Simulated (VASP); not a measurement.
Runs of VASP 6.6.1 on C. The structure is that of space group Pm-3m (No. 221), or close to it. The cells are those of the table. 

```tsv
task	cell	cutoff (eV)	gap on the mesh (eV)	pressure (GPa)
single point	a = 1.769 Å, 1 atom	520	none	(a)
single point	a = 1.761 Å, 1 atom	520	none	10.5
relaxation of cell and atoms	relaxed to 20 GPa from a = 1.950 Å, 1 atom	600	none	20.0
single point	a = 1.747 Å, 1 atom	520	none	20.5
single point	a = 1.777 Å, 1 atom	520	none	0.5
relaxation of cell and atoms	relaxed from a = 1.950 Å, 1 atom	600	none	0.0
relaxation of cell and atoms	relaxed to 10 GPa from a = 1.950 Å, 1 atom	600	none	9.8
relaxation of cell and atoms	relaxed to 5 GPa from a = 1.950 Å, 1 atom	600	none	5.2
```

Alike in all rows: level r2SCAN; potentials or basis VASP PAW PBE potentials, release 64 (C); no spin polarisation; k mesh 9 × 9 × 9; smearing fermi-dirac 0.05 eV.

**Question.** Fill in the values left out.

**Answer.** (a) 5.5.

Caveats: some runs use coarse meshes; the PAW data sets were made with another functional, which shifts forces and pressure a little; the cell is relaxed towards a set pressure, so the enthalpy falls and the energy may rise (some runs).

A gap of «none» marks levels without a gap at the run's occupations.
